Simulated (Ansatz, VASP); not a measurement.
HgTe: VASP beside Ansatz

```xyz
2
Lattice="-0.0584 2.8923 2.8923 2.8923 -0.0584 2.8923 2.8923 2.8923 -0.0584" Properties=species:S:1:pos:R:3 pbc="T T T"
Hg    0.0000    0.0000    0.0000
Te    2.8631    2.8631    2.8631
```

Change from the starting cell: equal xy, yz and zx shear strains of -2 %, crystal datasets.

Alike in both runs: task electric field gradients; functional PBEsol; k mesh 12 × 12 × 12; occupations fermi-dirac, width 0.08 eV; no spin polarisation.

|  | VASP | Ansatz |
| --- | --- | --- |
| version | VASP 6.6.1 | Ansatz 0.2.0 |
| potentials or method | VASP PAW PBE potentials, release 64 (Hg, Te), cutoff 520 eV | all-electron PAW with datasets made for the crystal, scalar-relativistic |

|  | VASP | Ansatz | Ansatz less VASP |
| --- | --- | --- | --- |
| pressure (GPa) | 6.4 | 6.1 | -0.31 |
| traceless stress, the component that is largest in VASP (GPa) | 0.28 | 0.29 | +0.007 |
| size of Vzz on the site where it differs most (V/Å²) | 16.9 | 13.9 | -2.99 |

VASP's potentials were made for PBE, not for PBEsol. Ansatz ran all-electron here, and VASP with PAW potentials.

Spin-orbit coupling is off throughout.
